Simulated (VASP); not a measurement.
# NaLa (P-6m2) in VASP: a series of runs

The runs below take NaLa through single point, with r2SCAN.

All numbers are computed with VASP 6.6.1; they aren't measurements. Logs are shortened: lines on timing, memory, paths and dates and some standing lists are left out, and cuts for length are marked.

**1. The cell of the first run**

Symmetry: P-6m2, No. 187, hexagonal system. The conventional cell has a = 3.606 Å, b = 3.606 Å, c = 6.484 Å, α = 90.00°, β = 90.00°, γ = 120.00°. Na (site symmetry -6m2) has 6 Na at 3.61 Å and 6 La at 3.85 Å within 4.7 Å. Within 4.7 Å of La (site symmetry -6m2) lie 6 La at 3.61 Å and 6 Na at 3.85 Å.

**2. Single point, r2SCAN**

The input, POSCAR:

```
NaLa
1.0
    3.6062510000      0.0000000000      0.0000000000
   -1.8031250000      3.1231050000      0.0000000000
    0.0000000000      0.0000000000      6.4837820000
Na La
1 1
Direct
    0.0000000000      0.0000000000      0.0000000000
    0.3333333333      0.6666666667      0.5000000000
```

The input, INCAR.step1:

```
SYSTEM = NaLa
ALGO = Normal ; EDIFF = 1E-5
ENCUT = 550 ; GGA = PE
GGA_COMPAT = .False. ; ISMEAR = -1
LASPH = .True. ; LCHARG = .False.
LMAXMIX = 6 ; LREAL = .False.
LWAVE = .True. ; NBANDS = 16
NELM = 200 ; PREC = Accurate
SIGMA = 0.1
```

The input, INCAR.step2:

```
SYSTEM = NaLa
ALGO = Normal ; EDIFF = 1E-6
ENCUT = 550 ; GGA_COMPAT = .False.
ISIF = 2 ; ISMEAR = -1
ISTART = 1 ; LASPH = .True.
LCHARG = .False. ; LMAXMIX = 6
LMIXTAU = .True. ; LREAL = .False.
LWAVE = .False. ; METAGGA = R2SCAN
NBANDS = 16 ; NELM = 200
PREC = Accurate ; SIGMA = 0.1
```

The input, KPOINTS:

```
k-points
0
Gamma
  5 5 2
  0 0 0
```

Potentials or basis: VASP PAW PBE potentials, release 64 (Na_pv, La).

Started as:

```bash
$ cat potpaw_PBE.64/Na_pv/POTCAR potpaw_PBE.64/La/POTCAR > POTCAR
$ cp INCAR.step1 INCAR
$ mpirun -np 1 vasp_std > vasp.out
$ cp INCAR.step2 INCAR
$ mpirun -np 1 vasp_std > vasp.out
```

OUTCAR:

```text
SYSTEM = NaLa
   EDIFF = 1E-6
   ENCUT = 550
   ISIF = 2
   ISMEAR = -1
   ISTART = 1
   LASPH = .True.
   LREAL = .False.
   METAGGA = R2SCAN
   NELM = 200
   PREC = Accurate

 ion  position               nearest neighbor table
   1  0.000  0.000  0.000-
   2  0.333  0.667  0.500-

  LATTYP: Found a hexagonal cell.
 ALAT       =     3.6062510000
 C/A-ratio  =     1.7979286522

  Lattice vectors:

 A1 = (   3.6062510000,   0.0000000000,   0.0000000000)
 A2 = (  -1.8031250000,   3.1231050000,   0.0000000000)
 A3 = (   0.0000000000,   0.0000000000,   6.4837820000)

Analysis of symmetry for initial positions (statically):
=====================================================================
 Subroutine PRICEL returns:
 Original cell was already a primitive cell.

 Routine SETGRP: Setting up the symmetry group for a
 hexagonal supercell.

 Subroutine GETGRP returns: Found 12 space group operations
 (whereof 12 operations were pure point group operations)
 out of a pool of 24 trial point group operations.

The static configuration has the point symmetry D_3h.

Analysis of symmetry for dynamics (positions and initial velocities):
=====================================================================
 Subroutine PRICEL returns:
 Original cell was already a primitive cell.

 Routine SETGRP: Setting up the symmetry group for a
 hexagonal supercell.

 Subroutine GETGRP returns: Found 12 space group operations
 (whereof 12 operations were pure point group operations)
 out of a pool of 24 trial point group operations.

The dynamic configuration has the point symmetry D_3h.

 Subroutine INISYM returns: Found 12 space group operations
 (whereof 12 operations are pure point group operations),
 and found     1 'primitive' translations

----------------------------------------------------------------------------------------

                                     Primitive cell

  volume of cell :      73.0249

  direct lattice vectors                    reciprocal lattice vectors
     3.606251000  0.000000000  0.000000000     0.277296284  0.160097038  0.000000000
    -1.803125000  3.123105000  0.000000000     0.000000000  0.320194166  0.000000000
     0.000000000  0.000000000  6.483782000     0.000000000  0.000000000  0.154230972

  length of vectors
     3.606251000  3.606250769  6.483782000     0.320194145  0.320194166  0.154230972

  position of ions in fractional coordinates (direct lattice)
     0.000000000  0.000000000  0.000000000
     0.333333333  0.666666667  0.500000000

  ion indices of the primitive-cell ions
   primitive index   ion index
                 1           1
                 2           2

----------------------------------------------------------------------------------------

 KPOINTS: k-points

Automatic generation of k-mesh.
 Grid dimensions read from file:
 generate k-points for:    5    5    2

 Generating k-lattice:

  Cartesian coordinates                     Fractional coordinates (reciprocal lattice)
     0.055459257  0.032019408  0.000000000     0.200000000  0.000000000  0.000000000
     0.000000000  0.064038833  0.000000000     0.000000000  0.200000000  0.000000000
     0.000000000  0.000000000  0.077115486     0.000000000  0.000000000  0.500000000

  Length of vectors
     0.064038829  0.064038833  0.077115486

  Shift w.r.t. Gamma in fractional coordinates (k-lattice)
     0.000000000  0.000000000  0.000000000

 Subroutine IBZKPT returns following result:
 ===========================================

 Found     10 irreducible k-points:

 Following reciprocal coordinates:
            Coordinates               Weight
  0.000000  0.000000  0.000000      1.000000
  0.200000 -0.000000  0.000000      6.000000
  0.400000 -0.000000  0.000000      6.000000
  0.200000  0.200000  0.000000      6.000000
  0.400000  0.200000  0.000000      6.000000
  0.000000  0.000000  0.500000      1.000000
  0.200000 -0.000000  0.500000      6.000000
  0.400000 -0.000000  0.500000      6.000000
  0.200000  0.200000  0.500000      6.000000
  0.400000  0.200000  0.500000      6.000000
   k-points           NKPTS =     10   k-points in BZ     NKDIM =     10   number of bands    NBANDS=     16
   number of dos      NEDOS =    301   number of ions     NIONS =      2
   total plane-waves  NPLWV =  39200
   dimension x,y,z NGX =    28 NGY =   28 NGZ =   50
   dimension x,y,z NGXF=    56 NGYF=   56 NGZF=  100
   ions per type =               1   1
   NGX,Y,Z   is equivalent  to a cutoff of  12.91, 12.91, 12.82 a.u.
   NGXF,Y,Z  is equivalent  to a cutoff of  25.82, 25.82, 25.64 a.u.
 SYSTEM =  NaLa
   PREC   = accura    normal or accurate (medium, high low for compatibility)
   ISTART =      1    job   : 0-new  1-cont  2-samecut
   ICHARG =      0    charge: 1-file 2-atom 10-const
   ISPIN  =      1    spin polarized calculation?
   LNONCOLLINEAR =      F non collinear calculations
   LSORBIT =      F    spin-orbit coupling
   LASPH  =      T    aspherical Exc in radial PAW
   ENCUT  =  550.0 eV  40.42 Ry    6.36 a.u.   6.90  6.90 12.40*2*pi/ulx,y,z
   NELM   =    200;   NELMIN=  2; NELMDL=  0     # of ELM steps
   EDIFF  = 0.1E-05   stopping-criterion for ELM
   LREAL  =      F    real-space projection
   EDIFFG = 0.1E-04   stopping-criterion for IOM
   NSW    =      0    number of steps for IOM
   IBRION =     -1    ionic relax: 0-MD 1-quasi-New 2-CG
   NFREE  =      0    steps in history (QN), initial steepest desc. (CG)
   ISIF   =      2    stress and relaxation
   ISYM   =      2    0-nonsym 1-usesym 2-fastsym
   POTIM  = 0.5000    time-step for ionic-motion
   TEBEG  =    0.0;   TEEND  =   0.0 temperature during run
   PSTRESS=    0.0 pullay stress
   NELECT =      18.0000    total number of electrons
   NUPDOWN=      -1.0000    fix difference up-down
   EMIN   =  10.00;   EMAX   =-10.00  energy-range for DOS
   EFERMI =   0.00;   METHOD = LEGACY
   ISMEAR =    -1;   SIGMA  =   0.10  broadening in eV -4-tet -1-fermi 0-gaus
   EFERMI_NEDOS =   21; number of points for ismear=-14 and -15
   IALGO  =     38    algorithm
   IMIX   =      4    mixing-type and parameters
     AMIX     =   0.40;   BMIX     =  1.00
     AMIX_MAG =   1.60;   BMIX_MAG =  1.00
  volume/ion in A,a.u.               =      36.51       246.40
  Fermi-wavevector in a.u.,A,eV,Ry     =   1.026460  1.939728 14.335371  1.053620
  Thomas-Fermi vector in A             =   2.160354
   LORBIT       =      0    0 simple, 1 ext, 2 COOP (PROOUT), +10 PAW based schemes
   METAGGA = R2SCAN    functional components
   LHFCALC =     F    Hartree Fock is set to
   AEXX    =    0.0000 exact exchange contribution
   IVDW    =     0    specifies the selected vdW correction
   LEPSILON=     F    determine dielectric tensor
   LRPA    =     F    only Hartree local field effects (RPA)
 non-spin polarized calculation
  energy-cutoff  :      550.00
  volume of cell :       73.02
 maximum number of plane-waves:      2156
 NGX is ok and might be reduce to    28
   NGX = 13   NGY = 13   NGZ = 25

 number of electron      18.0000000 magnetization

 Free energy of the ion-electron system (eV)
  ---------------------------------------------------
  ext. energy  EPLUGINS =         0.00000000
  ---------------------------------------------------
  free energy    TOTEN  =       -32.89638743 eV

  energy without entropy =      -32.80478136  energy(sigma->0) =      -32.85058439

 E-fermi :   4.1051     XC(G=0):  -8.6978

 val. band max:        3.9555782769   @ k =   0.4000   0.2000   0.5000
 cond. band min:       4.2122976743   @ k =   0.2000   0.2000   0.5000
 fundamental gap:      0.2567193974
 Fermi energy:         4.1050593683

 k-point     1 :       0.0000    0.0000    0.0000
  band No.  band energies     occupation
      1     -30.1039      2.00000
      2     -21.2438      2.00000
      3     -21.2368      2.00000
      4     -21.2368      2.00000
      5     -13.4247      2.00000
      6     -12.5700      2.00000
[... 8 lines left out ...]
     15       6.2265      0.00000
     16       6.2265      0.00000

 k-point     2 :       0.2000   -0.0000    0.0000
  band No.  band energies     occupation
      1     -30.0316      2.00000
      2     -21.2510      2.00000
      3     -21.2415      2.00000
      4     -21.2402      2.00000
      5     -13.3350      2.00000
      6     -13.1228      2.00000
[... 8 lines left out ...]
     15       6.2980      0.00000
     16       6.3613      0.00000

 k-point     3 :       0.4000   -0.0000    0.0000
  band No.  band energies     occupation
      1     -29.9110      2.00000
      2     -21.2738      2.00000
      3     -21.2456      2.00000
      4     -21.2378      2.00000
      5     -13.9208      2.00000
      6     -13.1847      2.00000
[... 8 lines left out ...]
     15       6.3879      0.00000
     16       6.4242      0.00000

 k-point     4 :       0.2000    0.2000    0.0000
  band No.  band energies     occupation
      1     -29.9345      2.00000
      2     -21.2657      2.00000
      3     -21.2482      2.00000
      4     -21.2386      2.00000
      5     -13.6444      2.00000
      6     -13.2141      2.00000
[... 8 lines left out ...]
     15       6.3416      0.00000
     16       6.4424      0.00000

 k-point     5 :       0.4000    0.2000    0.0000
  band No.  band energies     occupation
      1     -29.8730      2.00000
      2     -21.2727      2.00000
      3     -21.2553      2.00000
      4     -21.2367      2.00000
      5     -13.8839      2.00000
      6     -13.2601      2.00000
[... 8 lines left out ...]
     15       6.3109      0.00000
     16       6.3806      0.00000

 k-point     6 :       0.0000    0.0000    0.5000
  band No.  band energies     occupation
      1     -30.1039      2.00000
      2     -21.2431      2.00000
      3     -21.2368      2.00000
      4     -21.2368      2.00000
      5     -13.4313      2.00000
      6     -12.5700      2.00000
[... 8 lines left out ...]
     15       6.2260      0.00000
     16       6.2260      0.00000

 k-point     7 :       0.2000   -0.0000    0.5000
  band No.  band energies     occupation
      1     -30.0316      2.00000
      2     -21.2511      2.00000
      3     -21.2411      2.00000
      4     -21.2402      2.00000
      5     -13.3398      2.00000
      6     -13.1224      2.00000
[... 8 lines left out ...]
     15       6.2967      0.00000
     16       6.4025      0.00000

 k-point     8 :       0.4000   -0.0000    0.5000
  band No.  band energies     occupation
      1     -29.9109      2.00000
      2     -21.2739      2.00000
      3     -21.2455      2.00000
      4     -21.2378      2.00000
      5     -13.9199      2.00000
      6     -13.1866      2.00000
[... 8 lines left out ...]
     15       6.4292      0.00000
     16       6.4336      0.00000

 k-point     9 :       0.2000    0.2000    0.5000
  band No.  band energies     occupation
      1     -29.9345      2.00000
      2     -21.2658      2.00000
      3     -21.2483      2.00000
      4     -21.2384      2.00000
      5     -13.6436      2.00000
      6     -13.2166      2.00000
[... 8 lines left out ...]
     15       6.3590      0.00000
     16       6.4252      0.00000

 k-point    10 :       0.4000    0.2000    0.5000
  band No.  band energies     occupation
      1     -29.8730      2.00000
      2     -21.2728      2.00000
      3     -21.2553      2.00000
      4     -21.2368      2.00000
      5     -13.8831      2.00000
      6     -13.2599      2.00000
[... 8 lines left out ...]
     15       6.2448      0.00000
     16       6.6216      0.00000

------------------------ aborting loop because EDIFF is reached ----------------------------------------

  FORCE on cell =-STRESS in cart. coord.  units (eV):
  Direction    XX          YY          ZZ          XY          YZ          ZX
  --------------------------------------------------------------------------------------
  -------------------------------------------------------------------------------------
  Total       -0.0761240     -0.0761240      0.0392006     -0.0000000      0.0000000     -0.0000000
  in kB       -1.6701715     -1.6701715      0.8600664     -0.0000003      0.0000000     -0.0000000
  external PRESSURE =      -0.8267589 kB  Pullay stress =       0.0000000 kB

 VOLUME and BASIS-vectors are now :
 -----------------------------------------------------------------------------
  energy-cutoff  :      550.00
  volume of cell :       73.02
      direct lattice vectors                 reciprocal lattice vectors
     3.606251000  0.000000000  0.000000000     0.277296284  0.160097038  0.000000000
    -1.803125000  3.123105000  0.000000000     0.000000000  0.320194166  0.000000000
     0.000000000  0.000000000  6.483782000     0.000000000  0.000000000  0.154230972

 POSITION                                       TOTAL-FORCE (eV/Angst)
 -----------------------------------------------------------------------------------
      0.00000      0.00000      0.00000        -0.000000      0.000000      0.000000
      0.00000      2.08207      3.24189         0.000000      0.000000      0.000000
 -----------------------------------------------------------------------------------
    total drift:                               -0.000001     -0.000000     -0.000000

  FREE ENERGIE OF THE ION-ELECTRON SYSTEM (eV)
  ---------------------------------------------------
  free  energy   TOTEN  =       -32.8963874302 eV

  energy  without entropy=      -32.8047813591  energy(sigma->0) =      -32.85058439
```

Run time: 2.9 min. Hardware: 1 thread of Intel Xeon 8259CL, shared host; peak memory 0.21 GiB.

What came out:

```
Free energy            : -32.8964 eV
Pressure               : -0.1 GPa
Band gap on the k mesh : zero (band 9 reaches 4.21 eV, above the bottom of band 10 at 3.95 eV)
```

Caveat: the k points lie up to 0.48 Å⁻¹ apart; the PAW data sets were made with another functional, which shifts forces and pressure a little; spin-orbit coupling is left out, which moves the levels of the heavy elements.

**3. Single point, r2SCAN**

POSCAR is that of step 2.

The input, INCAR.step1:

```
SYSTEM = NaLa
  PREC = Accurate
  ENCUT = 550
  ISMEAR = -1
  SIGMA = 0.1
  LREAL = .FALSE.
  LASPH = .TRUE.
  NELM = 200
  NBANDS = 16
  GGA = PE
  ALGO = Normal
  EDIFF = 1E-5
  LWAVE = .TRUE.
  LCHARG = .FALSE.
  GGA_COMPAT = .FALSE.
  LMAXMIX = 6
```

The input, INCAR.step2:

```
SYSTEM = NaLa
  PREC = Accurate
  ENCUT = 550
  EDIFF = 1E-6
  ISMEAR = -1
  SIGMA = 0.1
  LREAL = .FALSE.
  LASPH = .TRUE.
  NELM = 200
  ALGO = Normal
  ISIF = 2
  LWAVE = .FALSE.
  LCHARG = .TRUE.
  METAGGA = R2SCAN
  LMIXTAU = .TRUE.
  LELF = .TRUE.
  LVHAR = .TRUE.
  NBANDS = 16
  ISTART = 1
  GGA_COMPAT = .FALSE.
  LMAXMIX = 6
```

The input, KPOINTS:

```
regular mesh
0
G
  6 6 3
  0 0 0
```

Potentials or basis: VASP PAW PBE potentials, release 64 (Na_pv, La).

Started as:

```bash
$ cat potpaw_PBE.64/Na_pv/POTCAR potpaw_PBE.64/La/POTCAR > POTCAR
$ cp INCAR.step1 INCAR
$ mpirun -np 1 vasp_std > vasp.out
$ cp INCAR.step2 INCAR
$ mpirun -np 1 vasp_std > vasp.out
```

Wall time 2.1 min (1 thread of Intel Xeon 8259CL, shared host); peak memory 0.21 GiB.

The run converged. Its results:

- Free energy: -32.9680 eV
- Pressure: 0.4 GPa
- Band gap on the k mesh: zero (band 9 reaches 4.47 eV, above the bottom of band 10 at 3.84 eV)

Stress tensor (GPa, compression positive):
```
0.31 0.00 0.00
0.00 0.31 0.00
0.00 0.00 0.62
```

Levels at points of the mesh, in eV from the Fermi level:
| k point | band 7 | band 8 | band 9 | band 10 | band 11 | band 12 |
| --- | --- | --- | --- | --- | --- | --- |
| (0.00, 0.00, 0.00) | -16.68 | -3.41 | -1.11 | 0.78 | 1.45 | 1.99 |
| (0.50, 0.00, 0.00) | -17.02 | -1.40 | -0.69 | 0.56 | 1.18 | 1.72 |

Caveat: the PAW data sets were made with another functional, which shifts forces and pressure a little; spin-orbit coupling is left out, which moves the levels of the heavy elements.

**4. Single point, r2SCAN**

POSCAR is that of step 3.

The input, INCAR.step1:

```
PREC = Accurate
ENCUT = 550
ISMEAR = -1
SIGMA = 0.1
LREAL = False
LASPH = True
NELM = 200
NBANDS = 16
GGA = PE
ALGO = Normal
EDIFF = 1E-5
LWAVE = True
LCHARG = False
GGA_COMPAT = False
LMAXMIX = 6
```

The input, INCAR.step2:

```
PREC = Accurate
ENCUT = 550
EDIFF = 1E-6
ISMEAR = -1
SIGMA = 0.1
LREAL = False
LASPH = True
NELM = 200
ALGO = Normal
ISIF = 2
LWAVE = False
LCHARG = False
METAGGA = R2SCAN
LMIXTAU = True
NBANDS = 16
ISTART = 1
GGA_COMPAT = False
LMAXMIX = 6
```

The input, KPOINTS:

```
Automatic mesh
0
Gamma
  7 7 3
```

Started as:

```bash
$ cat potpaw_PBE.64/Na_pv/POTCAR potpaw_PBE.64/La/POTCAR > POTCAR
$ cp INCAR.step1 INCAR
$ mpirun -np 1 vasp_std > vasp.out
$ cp INCAR.step2 INCAR
$ mpirun -np 1 vasp_std > vasp.out
```

It took 2.4 min on 1 thread of Intel Xeon 8259CL, shared host; peak memory 0.21 GiB.

It converged, with:

- Free energy: -32.9965 eV
- Pressure: -0.2 GPa
- Band gap on the k mesh: zero (band 9 reaches 4.68 eV, above the bottom of band 10 at 4.01 eV)

Stress tensor (GPa, compression positive):
```
-0.51  0.00  0.00
 0.00 -0.51  0.00
 0.00  0.00  0.55
```

Levels at points of the mesh, in eV from the Fermi level:
```csv
k point,band 6,band 7,band 8,band 9,band 10,band 11,band 12,band 13
"(0.00, 0.00, 0.00)",-16.74,-16.74,-3.44,-1.15,0.75,1.40,1.93,1.93
```

Caveat: the PAW data sets were made with another functional, which shifts forces and pressure a little; spin-orbit coupling is left out, which moves the levels of the heavy elements.

**5. Overview**

| k mesh | gap on the mesh (eV) | pressure (GPa) |
| --- | --- | --- |
| 5 × 5 × 2 | none | -0.1 |
| 6 × 6 × 3 | none | 0.4 |
| 7 × 7 × 3 | none | -0.2 |

Alike in all rows: task single point; level r2SCAN; potentials or basis VASP PAW PBE potentials, release 64 (Na_pv, La); no spin polarisation; cell as given; cutoff (eV) 550; smearing fermi-dirac 0.1 eV.

Caveats: some runs use coarse meshes; the PAW data sets were made with another functional, which shifts forces and pressure a little; spin-orbit coupling is left out, which moves the levels of the heavy elements.

Total energies depend on the potentials used, so only differences within one code and one set of settings carry meaning.
